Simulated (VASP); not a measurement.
The system is Mo.

```xyz
1
Lattice="-1.5838 1.5838 1.5838 1.5838 -1.5838 1.5838 1.5838 1.5838 -1.5838" Properties=species:S:1:pos:R:3 pbc="T T T"
Mo    0.0000    0.0000    0.0000
```

Base run:

```yaml
Program: VASP 6.6.1
Functional: r2SCAN
Potentials_or_basis: VASP PAW PBE potentials, release 64 (Mo_sv)
Cutoff: 550 eV
k_mesh: 10 × 10 × 10
Occupations: fermi-dirac, width 0.1 eV
Spin: no spin polarisation
```

Its results: band gap on the k mesh zero (bands 7 and 8 overlap by 5.44 eV); pressure -3.2 GPa.

The run is repeated on the same cell with these changes: functional from r2SCAN to PBE; cutoff from 550 eV to 500 eV. What comes out?

Band gap on the k mesh zero (bands 7 and 8 overlap by 5.22 eV); pressure -1.2 GPa.

Caveats: the cell stands under tension (at least some runs); the PAW data sets were made with another functional, which shifts forces and pressure a little (at least some runs).
